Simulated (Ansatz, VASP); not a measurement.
CuI in VASP and in Ansatz

```
CELL_PARAMETERS angstrom
0.00000 3.20625 2.95862
2.95862 0.00000 2.95862
2.95862 3.20625 0.00000
ATOMIC_POSITIONS crystal
Cu 0.75000 0.75000 0.75000
I 0.00000 0.00000 0.00000
```

Alike in both runs: task single point; functional PBE; k mesh 8 × 8 × 8; occupations gaussian, width 0.05 eV; no spin polarisation.

|  | VASP | Ansatz |
| --- | --- | --- |
| version | VASP 6.6.1 | Ansatz 0.2.0 |
| potentials or method | VASP PAW PBE potentials, release 64 (Cu, I), cutoff 520 eV | scalar-relativistic, plane waves, PAW |
| valence electrons in the cell | 18 | 36 |

```tsv
	VASP	Ansatz	Ansatz less VASP
gap on the k mesh at the Fermi level (eV)	1.07	1.05	-0.020
least direct gap on the mesh (eV)	1.07	1.05	-0.020
pressure (GPa)	0.0	0.0	-0.01
traceless stress, the component that is largest in VASP (GPa)	-1.06	-1.07	-0.008
```

With one functional, cell and mesh, what is left measures potentials, basis and numerics. VASP's potentials hold 18 valence electrons a cell and Ansatz's 36, so a difference there can come from the potentials and not from the codes.

Neither program's run includes spin-orbit coupling.
